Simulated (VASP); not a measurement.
## Hf2S: single point with PBEsol

Hf2S:

```xyz
6
Lattice="3.3743 0.0000 0.0000 -1.6871 2.9222 0.0000 0.0000 0.0000 11.7174" Properties=species:S:1:pos:R:3 pbc="T T T"
Hf    1.6871    0.9741   10.5435
Hf    0.0000    1.9481    4.6848
Hf    1.6871    0.9741    7.0327
Hf    0.0000    1.9481    1.1739
S     0.0000    0.0000    8.7881
S     0.0000    0.0000    2.9294
```

| Quantity | Value |
| --- | --- |
| Program | VASP 6.6.1 |
| Task | single point |
| Functional | PBEsol |
| Potentials or basis | VASP PAW PBE potentials, release 64 (Hf_pv, S) |
| Cutoff | 520 eV |
| k mesh | 12 × 12 × 2 |
| Occupations | gaussian, width 0.1 eV |
| Spin | no spin polarisation |

```yaml
Pressure: -3.3 GPa
Largest_force: 0.222 eV/Å
Band_gap_on_the_k_mesh: zero (band 26 reaches 6.72 eV, above the bottom of band 27 at 5.80 eV)
```

Forces on the atoms (eV/Å):
```
Hf   0.000  0.000 -0.222
Hf   0.000  0.000 -0.222
Hf   0.000  0.000  0.222
Hf   0.000  0.000  0.222
S    0.000  0.000  0.000
S    0.000  0.000  0.000
```

Stress tensor (GPa, compression positive):
```
-3.43  0.00  0.00
 0.00 -3.43  0.00
 0.00  0.00 -3.04
```

Levels at points of the mesh, in eV from the Fermi level:
| k point | band 23 | band 24 | band 25 | band 26 | band 27 | band 28 | band 29 | band 30 |
| --- | --- | --- | --- | --- | --- | --- | --- | --- |
| (0.00, 0.00, 0.00) | -1.55 | -0.14 | -0.04 | 0.44 | 0.44 | 0.54 | 0.54 | 0.80 |
| (0.50, 0.00, 0.00) | -1.79 | -1.32 | -1.21 | -0.75 | -0.48 | 0.82 | 1.05 | 2.48 |
| (0.00, 0.00, 0.50) | -1.16 | -1.16 | 0.38 | 0.38 | 0.38 | 0.38 | 1.40 | 1.40 |
| (0.50, 0.00, 0.50) | -1.75 | -1.75 | -1.01 | -1.01 | 0.35 | 0.35 | 1.38 | 1.38 |

Wall time 2.8 min on 1 thread of Intel(R) Xeon(R) Platinum 8259CL CPU @ 2.50GHz (Skylake/Cascade Lake), with other jobs on the host, peak memory 0.31 GiB.

Caveat: the PAW data sets were made with another functional, which shifts forces and pressure a little; spin-orbit coupling is left out, which moves the levels of the heavy elements.
